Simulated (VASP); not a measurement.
# BeS (F-43m) in VASP: a series of runs, part 2 of 2

VASP 6.6.1. Earlier steps stand in the parts before.

## Step 3: Phonons, r2SCAN

This run uses another cell than the first one, of 14.73 Å³/atom.

Input file INCAR:

```
PREC = Accurate
ENCUT = 520
EDIFF = 1E-8
ISMEAR = 0
SIGMA = 0.01
LREAL = F
LASPH = T
NELM = 60
ALGO = Normal
ISIF = 2
LWAVE = F
LCHARG = F
METAGGA = R2SCAN
LMIXTAU = T
IBRION = 6
NFREE = 2
POTIM = 0.015
NSW = 1
```

Input file KPOINTS:

```
regular mesh
0
Gamma
  8 8 8
```

Input file POSCAR:

```
BeS
1.0
    2.4514719052      2.4514719052      0.0000000000
   -2.4514719052      2.4514719052      0.0000000000
    0.0000000000      2.4514719052      2.4514719052
Be S
1 1
Direct
    0.0000000000      0.0000000000      0.0000000000
    0.7500000000      0.2500000000      0.5000000000
```

Potentials or basis: VASP PAW PBE potentials, release 64 (Be, S).

Started as:

```sh
$ cat potpaw_PBE.64/Be/POTCAR potpaw_PBE.64/S/POTCAR > POTCAR
$ mpirun -np 1 vasp_std > vasp.out
```

OUTCAR:

```text
PREC = Accurate
   ENCUT = 520
   EDIFF = 1E-8
   ISMEAR = 0
   LREAL = F
   LASPH = T
   NELM = 60
   ISIF = 2
   METAGGA = R2SCAN
   IBRION = 6
   NFREE = 2
   POTIM = 0.015
   NSW = 1

 ion  position               nearest neighbor table
   1  0.000  0.000  0.000-   2 2.12   2 2.12   2 2.12   2 2.12
   2  0.750  0.250  0.500-   1 2.12   1 2.12   1 2.12   1 2.12

  LATTYP: Found a face centered cubic cell.
 ALAT       =     4.9029438104

  Lattice vectors:

 A1 = (   0.0000000000,   2.4514719052,   2.4514719052)
 A2 = (   2.4514719052,   0.0000000000,   2.4514719052)
 A3 = (   2.4514719052,   2.4514719052,   0.0000000000)

Analysis of symmetry for initial positions (statically):
=====================================================================
 Subroutine PRICEL returns:
 Original cell was already a primitive cell.

 Routine SETGRP: Setting up the symmetry group for a
 face centered cubic supercell.

 Subroutine GETGRP returns: Found 24 space group operations
 (whereof 24 operations were pure point group operations)
 out of a pool of 48 trial point group operations.

The static configuration has the point symmetry T_d .

Analysis of symmetry for dynamics (positions and initial velocities):
=====================================================================
 Subroutine PRICEL returns:
 Original cell was already a primitive cell.

 Routine SETGRP: Setting up the symmetry group for a
 face centered cubic supercell.

 Subroutine GETGRP returns: Found 24 space group operations
 (whereof 24 operations were pure point group operations)
 out of a pool of 48 trial point group operations.

The dynamic configuration has the point symmetry T_d .

 Subroutine INISYM returns: Found 24 space group operations
 (whereof 24 operations are pure point group operations),
[... 306 lines left out ...]

 k-point     1 :       0.0000    0.0000    0.0000
  band No.  band energies     occupation
      1     -10.4402      2.00000
      2       3.5822      2.00000
      3       3.6343      2.00000
      4       3.6836      2.00000
      5       9.8910      0.00000
      6       9.9054      0.00000
      7       9.9269      0.00000
      8      10.0325      0.00000
[... 243 lines left out ...]
 k-point    24 :       0.5000    0.2500    0.1250
  band No.  band energies     occupation
      1      -8.5809      2.00000
      2      -1.5920      2.00000
      3       0.8856      2.00000
      4       1.8669      2.00000
      5      10.3172      0.00000
      6      10.7600      0.00000
      7      13.3646      0.00000
      8      14.7405      0.00000

 [... further k-points ...]

------------------------ aborting loop because EDIFF is reached ----------------------------------------

  FORCE on cell =-STRESS in cart. coord.  units (eV):
  Direction    XX          YY          ZZ          XY          YZ          ZX
  --------------------------------------------------------------------------------------
  -------------------------------------------------------------------------------------
  Total       -0.3157800     -0.3144568     -0.3144568      0.0000000     -0.0491722      0.0000000
  in kB      -17.1705570    -17.0986077    -17.0986077      0.0000000     -2.6737432      0.0000000
  external PRESSURE =     -17.1225908 kB  Pullay stress =       0.0000000 kB
[... 17 lines left out ...]
  FREE ENERGIE OF THE ION-ELECTRON SYSTEM (eV)
  ---------------------------------------------------
  free  energy   TOTEN  =       -14.7829866129 eV

  energy  without entropy=      -14.7829866129  energy(sigma->0) =      -14.78298661

 INTERNAL STRAIN TENSORS FROM DISPLACED ATOMS
 ============================================

 INTERNAL STRAIN TENSOR FOR ION    1 for displacements in x,y,z  (eV/Angst):
          X           Y           Z          XY          YZ          ZX
  --------------------------------------------------------------------------------
  x    -0.00000     0.00000     0.00000     0.00000    -3.27565    -0.00000
  y     0.00000     0.00000     0.00000    -0.00000     0.00000    -3.27565
  z     0.00000     0.00000    -0.00000    -3.27565    -0.00000     0.00000

 INTERNAL STRAIN TENSOR FOR ION    2 for displacements in x,y,z  (eV/Angst):
          X           Y           Z          XY          YZ          ZX
  --------------------------------------------------------------------------------
  x     0.00000    -0.00000    -0.00000     0.00000     3.27685    -0.00000
  y     0.00000     0.00000     0.00000    -0.00000     0.00000     3.27685
  z    -0.00000    -0.00000     0.00000     3.27685    -0.00000    -0.00000

 Eigenvectors and eigenvalues of the dynamical matrix
 ----------------------------------------------------

   1 f  =   16.238436 THz   102.029102 2PiTHz  541.655917 cm-1    67.156744 meV
             X         Y         Z           dx          dy          dz
      0.000000  0.000000  0.000000     0.000000    0.883523   -0.000000
      1.225736  3.677208  1.225736     0.000000   -0.468388    0.000000
[... 21 lines left out ...]
   6 f/i=    0.000382 THz     0.002403 2PiTHz    0.012757 cm-1     0.001582 meV
             X         Y         Z           dx          dy          dz
      0.000000  0.000000  0.000000    -0.000000   -0.468388    0.000000
      1.225736  3.677208  1.225736    -0.000000   -0.883523    0.000000

 ELASTIC MODULI CONTR FROM IONIC RELAXATION (kBar)
 Direction    XX          YY          ZZ          XY          YZ          ZX
 --------------------------------------------------------------------------------
 XX          -0.0000      0.0000      0.0000      0.0000     -0.0000     -0.0000
 YY           0.0000     -0.0000     -0.0000      0.0000      0.0000     -0.0000
 ZZ           0.0000     -0.0000     -0.0000     -0.0000      0.0000     -0.0000
 XY           0.0000      0.0000     -0.0000    -76.8928     -0.0000      0.0000
 YZ          -0.0000      0.0000      0.0000     -0.0000    -76.8928     -0.0000
 ZX          -0.0000     -0.0000     -0.0000      0.0000     -0.0000    -76.8928
 --------------------------------------------------------------------------------
```

stdout:

```text
POSCAR found type information on POSCAR BeS
 POSCAR found :  2 types and       2 ions
 scaLAPACK will be used
 -----------------------------------------------------------------------------
|                                                                             |
|                                                                             |
|     You enforced a specific xc type in the INCAR file but a different       |
|     I HOPE YOU KNOW WHAT YOU ARE DOING!                                     |
|                                                                             |
 -----------------------------------------------------------------------------

 LDA part: xc-table for (None), standard interpolation
 POSCAR, INCAR and KPOINTS ok, starting setup
 FFT: planning ... GRIDC
 FFT: planning ... GRID_SOFT
 FFT: planning ... GRID
 WAVECAR not read
 entering main loop
 Found     2 degrees of freedom:
 Finite differences POTIM= 0.01500 DOF=   2
 bond charge predicted
 Finite differences progress:
 bond charge predicted
 Finite differences progress:
 bond charge predicted
 Finite differences progress:
 bond charge predicted
 Finite differences progress:
```

Wall time 10 min (1 thread of Intel Xeon 8259CL, shared host); peak memory 0.19 GiB.

Results:

```
Highest phonon frequency at Γ, LO-TO splitting left out : 542 cm⁻¹
```

Phonon frequencies in cm⁻¹ (negative: imaginary):
| q point | frequencies |
| --- | --- |
| (0.000, 0.000, 0.000) | 0 0 0 542 542 542 |

Caveat: the cell stands under pressure or tension, which shifts response properties; the PAW data sets were made with another functional, which shifts forces and pressure a little.
